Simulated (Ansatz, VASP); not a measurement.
C: VASP beside Ansatz

Contents of INCAR:

```
SYSTEM = C
ALGO = Normal
EDIFF = 1E-6
ENCUT = 520
GGA = PE
ISIF = 2
ISMEAR = 0
LASPH = .True.
LCHARG = .False.
LREAL = .False.
LWAVE = .False.
NBANDS = 16
NELM = 100
PREC = Accurate
SIGMA = 0.2
```

Contents of KPOINTS:

```
k-points
0
Gamma
  10 10 10
  0 0 0
```

File POSCAR:

```
C
1.0
   -2.3653117901      0.0000000000      0.0000000000
   -1.1826558950     -1.1826558950      2.0516764274
   -1.1826558950      3.5479676851      2.0516764274
C
4
Direct
    0.1829435165      0.2255847253      0.4085282418
    0.1829435165      0.7255847253      0.9085282418
    0.8170564835      0.2744152747      0.0914717582
    0.8170564835      0.7744152747      0.5914717582
```

Input for Ansatz:

```yaml
crystal:
  lattice:
    - [-2.3653117901, 0.0, 0.0]
    - [-1.182655895, -1.182655895, 2.0516764274]
    - [-1.182655895, 3.5479676851, 2.0516764274]
  atoms:
    - { symbol: C, position: [0.1829435165, 0.2255847253, 0.4085282418] }
    - { symbol: C, position: [0.1829435165, 0.7255847253, 0.9085282418] }
    - { symbol: C, position: [0.8170564835, 0.2744152747, 0.0914717582] }
    - { symbol: C, position: [0.8170564835, 0.7744152747, 0.5914717582] }
basis:
  ecutwfc: 420
kpoints:
  mp_grid: { grid: [10, 10, 10] }
hamiltonian:
  xc: pbe
scf:
  occupations: { method: gaussian, width: 0.2 }
  lower_state_search: "off"
output:
  forces: true
  stress: true
  eigenvalues: true
```

Alike in both runs: task single point; functional PBE; k mesh 10 × 10 × 10; occupations gaussian, width 0.2 eV; no spin polarisation.

|  | VASP | Ansatz |
| --- | --- | --- |
| version | VASP 6.6.1 | Ansatz 0.2.0 |
| potentials or method | VASP PAW PBE potentials, release 64 (C), cutoff 520 eV | scalar-relativistic, plane waves, PAW |
| valence electrons in the cell | 16 | 16 |

```tsv
	VASP	Ansatz	Ansatz less VASP
gap on the k mesh at the Fermi level (eV)	none	none	-
pressure (GPa)	0.3	-0.2	-0.40
traceless stress, the component that is largest in VASP (GPa)	-1.36	-1.19	+0.169
rms of the force components (eV/Å)	0.007	0.021	+0.0136
```

Atom by atom the forces differ by 0.021 eV/Å (rms over components). A gap of «none» marks a metal or a gap that the smearing closes.
